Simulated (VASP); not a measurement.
# MgO (P6_3/mmc) in VASP: a series of runs, part 2 of 2

VASP 6.6.1. The steps go on from the part before.

### 3 Single point, r2SCAN

POSCAR reads:

```
MgO
1.0
    3.4840198093      0.0000000000      0.0000000000
   -1.7420099047      3.0172496621      0.0000000000
    0.0000000000      0.0000000000      4.1853204648
Mg O
2 2
Direct
    0.3333333333      0.6666666667      0.2500000000
    0.6666666667      0.3333333333      0.7500000000
    0.6666666667      0.3333333333      0.2500000000
    0.3333333333      0.6666666667      0.7500000000
```

INCAR.step1 reads:

```
ALGO = Normal
EDIFF = 1E-4
ENCUT = 520
GGA = PE
ISMEAR = 0
LASPH = True
LCHARG = False
LREAL = False
LWAVE = True
NBANDS = 16
NELM = 100
PREC = Accurate
SIGMA = 0.01
```

INCAR.step2 reads:

```
ALGO = Normal
EDIFF = 1E-7
ENCUT = 520
ISIF = 2
ISMEAR = 0
ISTART = 1
LASPH = True
LCHARG = False
LMIXTAU = True
LREAL = False
LWAVE = False
METAGGA = R2SCAN
NBANDS = 16
NELM = 100
PREC = Accurate
SIGMA = 0.01
```

KPOINTS reads:

```
k-points
0
Gamma
  6 6 4
```

Potentials or basis: VASP PAW PBE potentials, release 64 (Mg, O).

Launch:

```console
cat potpaw_PBE.64/Mg/POTCAR potpaw_PBE.64/O/POTCAR > POTCAR
cp INCAR.step1 INCAR
mpirun -np 1 vasp_std > vasp.out
cp INCAR.step2 INCAR
mpirun -np 1 vasp_std > vasp.out
```

OUTCAR:

```text
EDIFF = 1E-7
   ENCUT = 520
   ISIF = 2
   ISMEAR = 0
   ISTART = 1
   LASPH = True
   LREAL = False
   METAGGA = R2SCAN
   NELM = 100
   PREC = Accurate

 ion  position               nearest neighbor table
   1  0.333  0.667  0.250-   3 2.01   3 2.01   3 2.01   4 2.09   4 2.09   2 2.90   2 2.90   2 2.90
                             2 2.90   2 2.90   2 2.90
   2  0.667  0.333  0.750-   4 2.01   4 2.01   4 2.01   3 2.09   3 2.09   1 2.90   1 2.90   1 2.90
                             1 2.90   1 2.90   1 2.90
   3  0.667  0.333  0.250-   1 2.01   1 2.01   1 2.01   2 2.09   2 2.09
   4  0.333  0.667  0.750-   2 2.01   2 2.01   2 2.01   1 2.09   1 2.09

  LATTYP: Found a hexagonal cell.
 ALAT       =     3.4840198093
 C/A-ratio  =     1.2012906625

  Lattice vectors:

 A1 = (   3.4840198093,   0.0000000000,   0.0000000000)
 A2 = (  -1.7420099047,   3.0172496621,   0.0000000000)
 A3 = (   0.0000000000,   0.0000000000,   4.1853204648)

Analysis of symmetry for initial positions (statically):
=====================================================================
 Subroutine PRICEL returns:
 Original cell was already a primitive cell.

 Routine SETGRP: Setting up the symmetry group for a
 hexagonal supercell.

 Subroutine GETGRP returns: Found 24 space group operations
 (whereof 12 operations were pure point group operations)
 out of a pool of 24 trial point group operations.

The static configuration has the point symmetry D_3d.
 The point group associated with its full space group is D_6h.

Analysis of symmetry for dynamics (positions and initial velocities):
=====================================================================
 Subroutine PRICEL returns:
 Original cell was already a primitive cell.

 Routine SETGRP: Setting up the symmetry group for a
 hexagonal supercell.

 Subroutine GETGRP returns: Found 24 space group operations
 (whereof 12 operations were pure point group operations)
 out of a pool of 24 trial point group operations.

The dynamic configuration has the point symmetry D_3d.
 The point group associated with its full space group is D_6h.

 Subroutine INISYM returns: Found 24 space group operations
 (whereof 12 operations are pure point group operations),
 and found     1 'primitive' translations

----------------------------------------------------------------------------------------

                                     Primitive cell

  volume of cell :      43.9967

  direct lattice vectors                    reciprocal lattice vectors
     3.484019809  0.000000000  0.000000000     0.287024774  0.165713831  0.000000000
    -1.742009905  3.017249662  0.000000000     0.000000000  0.331427662  0.000000000
     0.000000000  0.000000000  4.185320465     0.000000000  0.000000000  0.238930330

  length of vectors
     3.484019809  3.484019809  4.185320465     0.331427662  0.331427662  0.238930330

  position of ions in fractional coordinates (direct lattice)
     0.333333333  0.666666667  0.250000000
     0.666666667  0.333333333  0.750000000
     0.666666667  0.333333333  0.250000000
     0.333333333  0.666666667  0.750000000

  ion indices of the primitive-cell ions
   primitive index   ion index
                 1           1
[... 29 lines left out ...]

 Following reciprocal coordinates:
            Coordinates               Weight
  0.000000  0.000000  0.000000      1.000000
  0.166667  0.000000  0.000000      6.000000
  0.333333 -0.000000  0.000000      6.000000
  0.500000  0.000000  0.000000      3.000000
  0.166667  0.166667  0.000000      6.000000
  0.333333  0.166667  0.000000     12.000000
[... 13 lines left out ...]
  0.333333  0.166667  0.500000     12.000000
  0.333333  0.333333  0.500000      2.000000
   k-points           NKPTS =     21   k-points in BZ     NKDIM =     21   number of bands    NBANDS=     16
   number of dos      NEDOS =    301   number of ions     NIONS =      4
   total plane-waves  NPLWV =  25088
   dimension x,y,z NGX =    28 NGY =   28 NGZ =   32
   dimension x,y,z NGXF=    56 NGYF=   56 NGZF=   64
   ions per type =               2   2
   NGX,Y,Z   is equivalent  to a cutoff of  13.36, 13.36, 12.71 a.u.
   NGXF,Y,Z  is equivalent  to a cutoff of  26.72, 26.72, 25.42 a.u.
 SYSTEM =  unknown system
   PREC   = accura    normal or accurate (medium, high low for compatibility)
   ISTART =      1    job   : 0-new  1-cont  2-samecut
   ICHARG =      0    charge: 1-file 2-atom 10-const
   ISPIN  =      1    spin polarized calculation?
   LNONCOLLINEAR =      F non collinear calculations
   LSORBIT =      F    spin-orbit coupling
   LASPH  =      T    aspherical Exc in radial PAW
   ENCUT  =  520.0 eV  38.22 Ry    6.18 a.u.   6.48  6.48  7.78*2*pi/ulx,y,z
   NELM   =    100;   NELMIN=  2; NELMDL=  0     # of ELM steps
   EDIFF  = 0.1E-06   stopping-criterion for ELM
   LREAL  =      F    real-space projection
   EDIFFG = 0.1E-05   stopping-criterion for IOM
   NSW    =      0    number of steps for IOM
   IBRION =     -1    ionic relax: 0-MD 1-quasi-New 2-CG
   NFREE  =      0    steps in history (QN), initial steepest desc. (CG)
   ISIF   =      2    stress and relaxation
   ISYM   =      2    0-nonsym 1-usesym 2-fastsym
   POTIM  = 0.5000    time-step for ionic-motion
   TEBEG  =    0.0;   TEEND  =   0.0 temperature during run
   PSTRESS=    0.0 pullay stress
   NELECT =      16.0000    total number of electrons
   NUPDOWN=      -1.0000    fix difference up-down
   EMIN   =  10.00;   EMAX   =-10.00  energy-range for DOS
   EFERMI =   0.00;   METHOD = LEGACY
   ISMEAR =     0;   SIGMA  =   0.01  broadening in eV -4-tet -1-fermi 0-gaus
   EFERMI_NEDOS =   21; number of points for ismear=-14 and -15
   IALGO  =     38    algorithm
   IMIX   =      4    mixing-type and parameters
     AMIX     =   0.40;   BMIX     =  1.00
     AMIX_MAG =   1.60;   BMIX_MAG =  1.00
  volume/ion in A,a.u.               =      11.00        74.23
  Fermi-wavevector in a.u.,A,eV,Ry     =   1.168534  2.208209 18.578366  1.365471
  Thomas-Fermi vector in A             =   2.305019
   LORBIT       =      0    0 simple, 1 ext, 2 COOP (PROOUT), +10 PAW based schemes
   METAGGA = R2SCAN    functional components
   LHFCALC =     F    Hartree Fock is set to
   AEXX    =    0.0000 exact exchange contribution
   IVDW    =     0    specifies the selected vdW correction
   LEPSILON=     F    determine dielectric tensor
   LRPA    =     F    only Hartree local field effects (RPA)
 non-spin polarized calculation
 Gauss-broadening in eV      SIGMA  =   0.01
  energy-cutoff  :      520.00
  volume of cell :       44.00
 maximum number of plane-waves:      1204
 NGX is ok and might be reduce to    28
   NGX = 13   NGY = 13   NGZ = 15

 number of electron      15.9999998 magnetization

 Free energy of the ion-electron system (eV)
  ---------------------------------------------------
  ext. energy  EPLUGINS =         0.00000000
  ---------------------------------------------------
  free energy    TOTEN  =       -32.06977074 eV

  energy without entropy =      -32.06977074  energy(sigma->0) =      -32.06977074

 E-fermi :   1.7096     XC(G=0): -10.5611

 val. band max:        1.5960831995   @ k =   0.0000   0.0000   0.0000
 cond. band min:       5.6760090845   @ k =   0.0000   0.0000   0.0000
 fundamental gap:      4.0799258850
 Fermi energy:         1.7095754849

 k-point     1 :       0.0000    0.0000    0.0000
  band No.  band energies     occupation
      1     -16.2963      2.00000
      2     -14.9329      2.00000
      3      -2.0852      2.00000
      4      -0.1707      2.00000
      5      -0.1707      2.00000
      6       0.7596      2.00000
[... 376 lines left out ...]
      3      -2.0064      2.00000
      4      -2.0064      2.00000
      5      -0.9058      2.00000
      6      -0.9058      2.00000
[... 8 lines left out ...]
     15      20.1836      0.00000
     16      20.1836      0.00000

------------------------ aborting loop because EDIFF is reached ----------------------------------------

  FORCE on cell =-STRESS in cart. coord.  units (eV):
  Direction    XX          YY          ZZ          XY          YZ          ZX
  --------------------------------------------------------------------------------------
  -------------------------------------------------------------------------------------
  Total       -0.1816192     -0.1816192     -0.2641746      0.0000000      0.0000000      0.0000000
  in kB       -6.6138119     -6.6138119     -9.6201326      0.0000000      0.0000000      0.0000000
  external PRESSURE =      -7.6159188 kB  Pullay stress =       0.0000000 kB

 VOLUME and BASIS-vectors are now :
 -----------------------------------------------------------------------------
  energy-cutoff  :      520.00
  volume of cell :       44.00
      direct lattice vectors                 reciprocal lattice vectors
     3.484019809  0.000000000  0.000000000     0.287024774  0.165713831  0.000000000
    -1.742009905  3.017249662  0.000000000     0.000000000  0.331427662  0.000000000
     0.000000000  0.000000000  4.185320465     0.000000000  0.000000000  0.238930330

 POSITION                                       TOTAL-FORCE (eV/Angst)
 -----------------------------------------------------------------------------------
     -0.00000      2.01150      1.04633        -0.000000     -0.000000      0.000000
      1.74201      1.00575      3.13899         0.000000      0.000000      0.000000
      1.74201      1.00575      1.04633         0.000000     -0.000000      0.000000
     -0.00000      2.01150      3.13899        -0.000000      0.000000      0.000000
 -----------------------------------------------------------------------------------
    total drift:                               -0.000000      0.000000     -0.000000

  FREE ENERGIE OF THE ION-ELECTRON SYSTEM (eV)
  ---------------------------------------------------
  free  energy   TOTEN  =       -32.0697707399 eV

  energy  without entropy=      -32.0697707399  energy(sigma->0) =      -32.06977074
```

Run time: 59 s. Hardware: 1 thread of AMD EPYC 7R43 (Zen 3), shared host; peak memory 0.14 GiB.

Results:

| Property | Result |
| --- | --- |
| Free energy | -32.0698 eV |
| Pressure | -0.8 GPa |
| Band gap on the k mesh | 4.08 eV, direct |

Levels at points of the mesh, in eV from the valence-band top:
```csv
k point,band 6,band 7,band 8,band 9,band 10,band 11
"(0.00, 0.00, 0.00)",-0.84,-0.84,0.00,4.08,10.38,13.16
"(0.50, 0.00, 0.00)",-1.97,-1.31,-0.54,7.66,10.01,10.62
"(0.00, 0.00, 0.50)",-1.32,-1.32,-1.32,7.14,7.14,13.85
"(0.50, 0.00, 0.50)",-1.56,-0.83,-0.83,8.03,8.03,13.02
```

Caveat: the PAW data sets were made with another functional, which shifts forces and pressure a little. r2SCAN opens gaps a little over a GGA but as a rule still falls short of measured ones.

### 4 Single point, r2SCAN

POSCAR is that of step 3.

INCAR.step1 reads:

```
SYSTEM = MgO
ALGO = Normal
EDIFF = 1E-4
ENCUT = 520
GGA = PE
ISMEAR = 0
LASPH = .TRUE.
LCHARG = .FALSE.
LREAL = .FALSE.
LWAVE = .TRUE.
NBANDS = 16
NELM = 60
PREC = Accurate
SIGMA = 0.01
```

INCAR.step2 reads:

```
SYSTEM = MgO
ALGO = Normal
EDIFF = 1E-7
ENCUT = 520
ISIF = 2
ISMEAR = 0
ISTART = 1
LASPH = .TRUE.
LCHARG = .FALSE.
LMIXTAU = .TRUE.
LREAL = .FALSE.
LWAVE = .FALSE.
METAGGA = R2SCAN
NBANDS = 16
NELM = 60
PREC = Accurate
SIGMA = 0.01
```

KPOINTS reads:

```
k-points
0
G
  6 6 4
  0 0 0
```

Launch:

```console
cat potpaw_PBE.64/Mg/POTCAR potpaw_PBE.64/O/POTCAR > POTCAR
cp INCAR.step1 INCAR
mpirun -np 1 vasp_std > vasp.out
cp INCAR.step2 INCAR
mpirun -np 1 vasp_std > vasp.out
```

Wall time 62 s (1 thread of AMD EPYC 7R43 (Zen 3), shared host); peak memory 0.14 GiB.

The run converged. Its results:

* Free energy: -32.0698 eV
* Pressure: -0.8 GPa
* Band gap on the k mesh: 4.08 eV, direct

Stress tensor (GPa, compression positive):
```
-0.66  0.00  0.00
 0.00 -0.66  0.00
 0.00  0.00 -0.96
```

Levels at points of the mesh, in eV from the valence-band top:
```csv
k point,band 6,band 7,band 8,band 9,band 10,band 11
"(0.00, 0.00, 0.00)",-0.84,-0.84,0.00,4.08,10.38,13.16
"(0.50, 0.00, 0.00)",-1.97,-1.31,-0.54,7.66,10.01,10.62
"(0.00, 0.00, 0.50)",-1.32,-1.32,-1.32,7.14,7.14,13.85
"(0.50, 0.00, 0.50)",-1.56,-0.83,-0.83,8.03,8.03,13.02
```

Caveat: the PAW data sets were made with another functional, which shifts forces and pressure a little.
